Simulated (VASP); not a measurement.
# In (P6_3/mmc) in VASP: single point with LDA

Aim: the single point of In with LDA.

Everything below comes from runs of VASP 6.6.1. Logs are shortened: lines on timing, memory, paths and dates and some standing lists are left out, and cuts for length are marked.

### 1 The cell of the first run

Symmetry: P6_3/mmc, No. 194, hexagonal system. Conventional cell: a = 3.056 Å, b = 3.056 Å, c = 6.562 Å, α = 90.00°, β = 90.00°, γ = 120.00°. In (site symmetry -6m2) has 12 In at 3.06 to 3.73 Å within 4.0 Å.

### 2 Single point, LDA

Input file INCAR:

```
SYSTEM = In
PREC     = Accurate       ! precision mode
ENCUT    = 520            ! plane-wave cutoff, eV
EDIFF    = 1E-6           ! SCF threshold, eV
ISMEAR   = 0              ! smearing method
SIGMA    = 0.15           ! smearing width, eV
LREAL    = .FALSE.        ! projectors in reciprocal space
LASPH    = .TRUE.         ! aspherical terms in the spheres
NELM     = 60             ! most SCF steps
ALGO     = Fast           ! electronic algorithm
ISIF     = 2              ! what is computed and relaxed
LWAVE    = .FALSE.        ! write WAVECAR
LCHARG   = .FALSE.        ! write CHGCAR
GGA      = CA             ! functional
NBANDS   = 20             ! bands
```

Input file KPOINTS:

```
Automatic mesh
0
G
  18 18 10
  0 0 0
```

Input file POSCAR:

```
In
1.0
    3.0561723773      0.0000000000      0.0000000000
   -1.5280861887      2.6467229171      0.0000000000
    0.0000000000      0.0000000000      6.5621518219
In
2
Direct
    0.3333333333      0.6666666667      0.2500000000
    0.6666666667      0.3333333333      0.7500000000
```

Potentials or basis: VASP PAW LDA potentials, release 64 (In_d).

Started as:

```console
> cat potpaw_LDA.64/In_d/POTCAR > POTCAR
> mpirun -np 1 vasp_std > vasp.out
```

OUTCAR:

```text
SYSTEM = In
   PREC = Accurate
   ENCUT = 520
   EDIFF = 1E-6
   ISMEAR = 0
   LREAL = .FALSE.
   LASPH = .TRUE.
   NELM = 60
   ISIF = 2
   GGA = CA

 ion  position               nearest neighbor table
   1  0.333  0.667  0.250-   2 3.73   2 3.73   2 3.73   2 3.73   2 3.73   2 3.73
   2  0.667  0.333  0.750-   1 3.73   1 3.73   1 3.73   1 3.73   1 3.73   1 3.73

  LATTYP: Found a hexagonal cell.
 ALAT       =     3.0561723773
 C/A-ratio  =     2.1471798746

  Lattice vectors:

 A1 = (   3.0561723773,   0.0000000000,   0.0000000000)
 A2 = (  -1.5280861887,   2.6467229171,   0.0000000000)
 A3 = (   0.0000000000,   0.0000000000,   6.5621518219)

Analysis of symmetry for initial positions (statically):
=====================================================================
 Subroutine PRICEL returns:
 Original cell was already a primitive cell.

 Routine SETGRP: Setting up the symmetry group for a
 hexagonal supercell.

 Subroutine GETGRP returns: Found 24 space group operations
 (whereof 12 operations were pure point group operations)
 out of a pool of 24 trial point group operations.

The static configuration has the point symmetry D_3d.
 The point group associated with its full space group is D_6h.

Analysis of symmetry for dynamics (positions and initial velocities):
=====================================================================
 Subroutine PRICEL returns:
 Original cell was already a primitive cell.

 Routine SETGRP: Setting up the symmetry group for a
 hexagonal supercell.

 Subroutine GETGRP returns: Found 24 space group operations
 (whereof 12 operations were pure point group operations)
 out of a pool of 24 trial point group operations.

The dynamic configuration has the point symmetry D_3d.
 The point group associated with its full space group is D_6h.

 Subroutine INISYM returns: Found 24 space group operations
 (whereof 12 operations are pure point group operations),
 and found     1 'primitive' translations

----------------------------------------------------------------------------------------

                                     Primitive cell

  volume of cell :      53.0802

  direct lattice vectors                    reciprocal lattice vectors
     3.056172377  0.000000000  0.000000000     0.327206674  0.188912862  0.000000000
    -1.528086189  2.646722917  0.000000000     0.000000000  0.377825723  0.000000000
     0.000000000  0.000000000  6.562151822     0.000000000  0.000000000  0.152389037

  length of vectors
     3.056172377  3.056172377  6.562151822     0.377825723  0.377825723  0.152389037
[... 75 lines left out ...]
   ISPIN  =      1    spin polarized calculation?
   LNONCOLLINEAR =      F non collinear calculations
   LSORBIT =      F    spin-orbit coupling
   LASPH  =      T    aspherical Exc in radial PAW
   ENCUT  =  520.0 eV  38.22 Ry    6.18 a.u.   5.68  5.68 12.20*2*pi/ulx,y,z
   NELM   =     60;   NELMIN=  2; NELMDL= -5     # of ELM steps
   EDIFF  = 0.1E-05   stopping-criterion for ELM
   LREAL  =      F    real-space projection
   EDIFFG = 0.1E-04   stopping-criterion for IOM
   NSW    =      0    number of steps for IOM
   IBRION =     -1    ionic relax: 0-MD 1-quasi-New 2-CG
   NFREE  =      0    steps in history (QN), initial steepest desc. (CG)
   ISIF   =      2    stress and relaxation
   ISYM   =      2    0-nonsym 1-usesym 2-fastsym
   POTIM  = 0.5000    time-step for ionic-motion
   TEBEG  =    0.0;   TEEND  =   0.0 temperature during run
   PSTRESS=    0.0 pullay stress
   NELECT =      26.0000    total number of electrons
   NUPDOWN=      -1.0000    fix difference up-down
   EMIN   =  10.00;   EMAX   =-10.00  energy-range for DOS
   EFERMI =   0.00;   METHOD = LEGACY
   ISMEAR =     0;   SIGMA  =   0.15  broadening in eV -4-tet -1-fermi 0-gaus
   EFERMI_NEDOS =   21; number of points for ismear=-14 and -15
   IALGO  =     68    algorithm
   IMIX   =      4    mixing-type and parameters
     AMIX     =   0.40;   BMIX     =  1.00
     AMIX_MAG =   1.60;   BMIX_MAG =  1.00
  volume/ion in A,a.u.               =      26.54       179.10
  Fermi-wavevector in a.u.,A,eV,Ry     =   1.290491  2.438675 22.658704  1.665368
  Thomas-Fermi vector in A             =   2.422320
   LORBIT       =      0    0 simple, 1 ext, 2 COOP (PROOUT), +10 PAW based schemes
   GGA     = CA    functional components
   LHFCALC =     F    Hartree Fock is set to
   AEXX    =    0.0000 exact exchange contribution
   IVDW    =     0    specifies the selected vdW correction
   LEPSILON=     F    determine dielectric tensor
   LRPA    =     F    only Hartree local field effects (RPA)
 non-spin polarized calculation
 RMM-DIIS sequential band-by-band and
 Gauss-broadening in eV      SIGMA  =   0.15
  energy-cutoff  :      520.00
  volume of cell :       53.08
 maximum number of plane-waves:      1447
 NGX is ok and might be reduce to    24
   NGX = 11   NGY = 11   NGZ = 25

 number of electron      26.0000002 magnetization

 Free energy of the ion-electron system (eV)
  ---------------------------------------------------
  ext. energy  EPLUGINS =         0.00000000
  ---------------------------------------------------
  free energy    TOTEN  =        -6.19730246 eV

  energy without entropy =       -6.18688274  energy(sigma->0) =       -6.19209260

 E-fermi :   7.0884     XC(G=0): -10.4015

 val. band max:        7.0696954581   @ k =   0.3333   0.2778   0.0000
 cond. band min:       7.0926196844   @ k =   0.1667   0.1111   0.4000
 fundamental gap:      0.0229242262
 Fermi energy:         7.0884273780

 k-point     1 :       0.0000    0.0000    0.0000
  band No.  band energies     occupation
      1      -7.7885      2.00000
      2      -7.7647      2.00000
      3      -7.6201      2.00000
      4      -7.6201      2.00000
      5      -7.6131      2.00000
      6      -7.6131      2.00000
[... 541 lines left out ...]
     19      16.4075      0.00000
     20      17.7517      0.00000

 [... further k-points ...]
[... 5 lines left out ...]
  --------------------------------------------------------------------------------------
  -------------------------------------------------------------------------------------
  Total        0.8520857      0.8520857     -1.6535978     -0.0000000      0.0000000      0.0000000
  in kB       25.7194251     25.7194251    -49.9123333     -0.0000000      0.0000000      0.0000000
  external PRESSURE =       0.5088389 kB  Pullay stress =       0.0000000 kB

 VOLUME and BASIS-vectors are now :
 -----------------------------------------------------------------------------
  energy-cutoff  :      520.00
  volume of cell :       53.08
      direct lattice vectors                 reciprocal lattice vectors
     3.056172377  0.000000000  0.000000000     0.327206674  0.188912862  0.000000000
    -1.528086189  2.646722917  0.000000000     0.000000000  0.377825723  0.000000000
     0.000000000  0.000000000  6.562151822     0.000000000  0.000000000  0.152389037

 POSITION                                       TOTAL-FORCE (eV/Angst)
 -----------------------------------------------------------------------------------
     -0.00000      1.76448      1.64054        -0.000000      0.000000      0.000000
      1.52809      0.88224      4.92161         0.000000      0.000000      0.000000
 -----------------------------------------------------------------------------------
    total drift:                               -0.000000      0.000000      0.000000

  FREE ENERGIE OF THE ION-ELECTRON SYSTEM (eV)
  ---------------------------------------------------
  free  energy   TOTEN  =        -6.1973024564 eV

  energy  without entropy=       -6.1868827375  energy(sigma->0) =       -6.19209260
```

stdout:

```text
POSCAR found type information on POSCAR In
 POSCAR found :  1 types and       2 ions
 scaLAPACK will be used
 LDA part: xc-table for (Slater(with rela. corr.)+CA(PZ))
 , standard interpolation
 POSCAR, INCAR and KPOINTS ok, starting setup
 FFT: planning ... GRIDC
 FFT: planning ... GRID_SOFT
 FFT: planning ... GRID
 WAVECAR not read
 entering main loop
WARNING in EDDRMM: call to ZHEGV failed, returncode =   8  4     19
WARNING in EDDRMM: call to ZHEGV failed, returncode =   8  4     18
WARNING in EDDRMM: call to ZHEGV failed, returncode =   8  4     15
WARNING in EDDRMM: call to ZHEGV failed, returncode =   6  3     20
WARNING in EDDRMM: call to ZHEGV failed, returncode =   6  3     16
WARNING in EDDRMM: call to ZHEGV failed, returncode =   6  3     18
WARNING in EDDRMM: call to ZHEGV failed, returncode =   6  3     19
WARNING in EDDRMM: call to ZHEGV failed, returncode =   6  3     19
```

Run time: 3 min. Hardware: 1 thread of AMD EPYC 9R14 (Zen 4), shared host; peak memory 0.26 GiB.

What came out:

| Item | Value |
| --- | --- |
| Free energy | -6.1973 eV |
| Pressure | 0.1 GPa |
| Band gap on the k mesh | zero (band 13 reaches 9.31 eV, above the bottom of band 14 at 4.42 eV) |

Levels at points of the mesh, in eV from the Fermi level:
```
           k point  band 9  band 10  band 11  band 12  band 13  band 14  band 15  band 16  band 17  band 18
(0.00, 0.00, 0.00)  -14.33   -14.33    -9.63    -7.04    -3.89     4.45     8.19    11.95    11.95    12.80
(0.50, 0.00, 0.00)  -14.14   -14.13    -3.72    -3.49    -1.35    -1.19     1.27     2.91     6.44     8.55
(0.00, 0.00, 0.50)  -14.35   -14.35    -8.75    -8.75    -0.36    -0.36    12.52    12.52    12.52    12.52
(0.50, 0.00, 0.50)  -14.14   -14.14    -2.90    -2.90    -2.67    -2.67     4.05     4.05     7.27     7.27
```

Caveat: spin-orbit coupling is left out, which moves the levels of the heavy elements.
